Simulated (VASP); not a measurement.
The system is Cu2BiS2.

```
Bi Cu S
1.0
     0.00000    3.86846    0.00000
     3.86846    0.00000    0.00000
     1.93423    1.93423   -6.85136
Bi Cu S
1 2 2
Direct
  0.00000 0.00000 0.00000
  0.75000 0.25000 0.50000
  0.25000 0.75000 0.50000
  0.36000 0.36000 0.28000
  0.64000 0.64000 0.72000
```

| Property | Result |
| --- | --- |
| Program | VASP 6.6.1 |
| Task | relaxation of cell and atoms |
| Functional | PBE |
| Potentials or basis | VASP PAW PBE potentials, release 64 (Bi_d, Cu, S) |
| Cutoff | 600 eV |
| k mesh | 5 × 5 × 5 |
| Occupations | fermi-dirac, width 0.0437 eV |
| Spin | no spin polarisation |

At the start: pressure -6.6 GPa; volume 20.51 Å³/atom.

Problem. How do energy, volume and symmetry change on relaxing?

Solution. Over 14 steps the energy falls by 54.0 meV/atom and the volume is 18.15 Å³/atom (-11.5 %); space group I4/mmm (No. 139, to 0.05 Å).

The path:
| step | energy change (eV) | largest force (eV/Å) | pressure (GPa) | volume (Å³) |
| --- | --- | --- | --- | --- |
| 1 | 0.0000 | 0.2274 | -6.63 | 102.53 |
| 2 | -0.2165 | 0.6495 | 2.21 | 90.44 |
| 3 | -0.2318 | 0.4466 | -0.06 | 92.68 |
| 4 | -0.2511 | 0.3222 | -0.04 | 92.10 |
| 5 | -0.2681 | 0.0604 | 0.08 | 90.93 |
| 6 | -0.2681 | 0.0461 | 0.14 | 90.87 |
| 7 | -0.2689 | 0.0112 | -0.12 | 91.14 |
| 8 | -0.2689 | 0.0055 | -0.31 | 91.26 |
| 9 | -0.2694 | 0.0046 | -0.30 | 91.13 |
| 10 | -0.2696 | 0.0047 | -0.18 | 90.80 |
| 11 | -0.2697 | 0.0033 | -0.11 | 90.88 |
| 12 | -0.2696 | 0.0025 | -0.17 | 91.01 |
| 13 | -0.2697 | 0.0053 | -0.15 | 90.93 |
| 14 | -0.2698 | 0.0077 | 0.04 | 90.77 |

Final structure:
```
Bi Cu S
1.0
     0.00000    3.68825    0.00000
     3.68825    0.00000    0.00000
     1.84413    1.84413   -6.67272
Bi Cu S
1 2 2
Direct
  0.00000 0.00000 0.00000
  0.75000 0.25000 0.50000
  0.25000 0.75000 0.50000
  0.36483 0.36483 0.27033
  0.63517 0.63517 0.72967
```
